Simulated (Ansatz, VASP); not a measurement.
# One calculation of ScAl3, two programs

INCAR

```
PREC = Accurate
ENCUT = 600
EDIFF = 1E-6
ISMEAR = 0
SIGMA = 0.1
LREAL = F
LASPH = T
NELM = 60
ALGO = Normal
ISIF = 3
LWAVE = F
LCHARG = F
GGA = PE
IVDW = 12
IBRION = 2
NSW = 70
EDIFFG = -0.005
```

Contents of KPOINTS:

```
Automatic mesh
0
Gamma
  10 10 10
```

File POSCAR:

```
ScAl3
1.0
    4.1053305968      0.0000000000      0.0000000000
    0.0000000000      4.1053305968      0.0000000000
    0.0000000000      0.0000000000      4.1053305968
Sc Al
1 3
Direct
    0.0000000000      0.0000000000      0.0000000000
    0.5000000000      0.0000000000      0.5000000000
    0.0000000000      0.5000000000      0.5000000000
    0.5000000000      0.5000000000      0.0000000000
```

Input for Ansatz:

```yaml
crystal:
  lattice:
    - [4.1053305961, 0.0, 0.0]
    - [0.0, 4.1053305961, 0.0]
    - [0.0, 0.0, 4.1053305961]
  atoms:
    - { symbol: Sc, position: [0.0, 0.0, 0.0] }
    - { symbol: Al, position: [0.5, 0.0, 0.5] }
    - { symbol: Al, position: [0.0, 0.5, 0.5] }
    - { symbol: Al, position: [0.5, 0.5, 0.0] }
basis:
  ecutwfc: 420
kpoints:
  mp_grid: { grid: [10, 10, 10] }
hamiltonian:
  xc: pbe
  dispersion: d3bj
scf:
  occupations: { method: gaussian, width: 0.1 }
output:
  forces: true
  stress: true
  eigenvalues: true
relax:
  adjacent_minimum: "off"
  f_tol: 0.005
  max_steps: 50
  cell: { stress_tol: 0.05 }
```

Alike in both runs: task relaxation of cell and atoms; functional PBE; dispersion D3(BJ); k mesh 10 × 10 × 10; occupations gaussian, width 0.1 eV; no spin polarisation.

```csv
,VASP,Ansatz
version,VASP 6.6.1,Ansatz 0.2.0
potentials or method,"VASP PAW PBE potentials, release 64 (Sc_sv, Al), cutoff 600 eV","scalar-relativistic, plane waves, PAW"
valence electrons in the cell,20,20
```

VASP gave:

| Quantity | Value |
| --- | --- |
| gap on the k mesh at the Fermi level, each at its own relaxed structure (eV) | none |
| relaxed volume (Å³/atom) | 16.60 |
| relaxed cell length with the largest relative difference (Å) | 4.049 |

Problem. What did Ansatz give for the same quantities?

Solution. gap on the k mesh at the Fermi level, each at its own relaxed structure (eV): none; relaxed volume (Å³/atom): 16.59; relaxed cell length with the largest relative difference (Å): 4.049.

A gap of «none» marks a metal or a gap that the smearing closes.
